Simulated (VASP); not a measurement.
Here is a VASP 6.6.1 calculation.

File POSCAR:

```
CdTe
1.0
    0.0000000000      3.2821135562      3.2821135562
    3.2821135562      0.0000000000      3.2821135562
    3.2821135562      3.2821135562      0.0000000000
Cd Te
1 1
Direct
    0.0000000000      0.0000000000      0.0000000000
    0.2500000000      0.2500000000      0.2500000000
```

Contents of INCAR.step1:

```
SYSTEM = CdTe
ALGO     = Normal         ! electronic algorithm
EDIFF    = 1E-8           ! SCF threshold, eV
ENCUT    = 500            ! plane-wave cutoff, eV
GGA      = PE             ! functional
ISMEAR   = 0              ! smearing method
LASPH    = .True.         ! aspherical terms in the spheres
LCHARG   = .False.        ! write CHGCAR
LREAL    = .False.        ! projectors in reciprocal space
LWAVE    = .True.         ! write WAVECAR
NELM     = 80             ! most SCF steps
PREC     = Accurate       ! precision mode
SIGMA    = 0.01           ! smearing width, eV
```

Contents of INCAR.step2:

```
SYSTEM = CdTe
ALGO     = Exact          ! electronic algorithm
EDIFF    = 1E-8           ! SCF threshold, eV
ENCUT    = 500            ! plane-wave cutoff, eV
GGA      = PE             ! functional
ISMEAR   = 0              ! smearing method
ISTART   = 1            
LASPH    = .True.         ! aspherical terms in the spheres
LCHARG   = .False.        ! write CHGCAR
LOPTICS  = .True.         ! frequency-dependent dielectric function
LREAL    = .False.        ! projectors in reciprocal space
LWAVE    = .True.         ! write WAVECAR
NBANDS   = 304            ! bands
NELM     = 1              ! most SCF steps
PREC     = Accurate       ! precision mode
SIGMA    = 0.01           ! smearing width, eV
```

Contents of INCAR.step3:

```
SYSTEM = CdTe
ALGO     = EVGW0          ! electronic algorithm
EDIFF    = 1E-8           ! SCF threshold, eV
ENCUT    = 500            ! plane-wave cutoff, eV
ENCUTGW  = 150.0          ! cutoff of the response function
GGA      = PE             ! functional
ISMEAR   = 0              ! smearing method
ISTART   = 1            
LASPH    = .True.         ! aspherical terms in the spheres
LCHARG   = .False.        ! write CHGCAR
LREAL    = .False.        ! projectors in reciprocal space
LWAVE    = .False.        ! write WAVECAR
NBANDS   = 304            ! bands
NBANDSGW = 17           
NELMGW   = 1            
NOMEGA   = 48             ! frequency points
PREC     = Accurate       ! precision mode
PRECFOCK = Fast         
SIGMA    = 0.01           ! smearing width, eV
```

KPOINTS

```
k-points
0
Gamma
  6 6 6
  0 0 0
```

Potentials or basis: VASP PAW PBE potentials, release 64 (Cd_GW, Te_GW).

The run is started by

```bash
$ cat potpaw_PBE.64/Cd_GW/POTCAR potpaw_PBE.64/Te_GW/POTCAR > POTCAR
$ cp INCAR.step1 INCAR
$ mpirun -np 1 vasp_std > vasp.out
$ cp INCAR.step2 INCAR
$ mpirun -np 1 vasp_std > vasp.out
$ cp INCAR.step3 INCAR
$ mpirun -np 1 vasp_std > vasp.out
```

Question: Estimate the quasiparticle gap.

Answer: 1.37 eV.

Question: Estimate the least direct quasiparticle gap.

Answer: 1.37 eV.

Question: Predict the band gap of the starting levels on the mesh.

Answer: 0.65 eV.

Question: Predict the least direct gap of the starting levels on the mesh.

Answer: 0.65 eV.

Caveat: bands, screening cutoff and mesh are small and nothing is extrapolated, so the quasiparticle values aren't converged; spin-orbit coupling is left out, which moves the levels of the heavy elements.
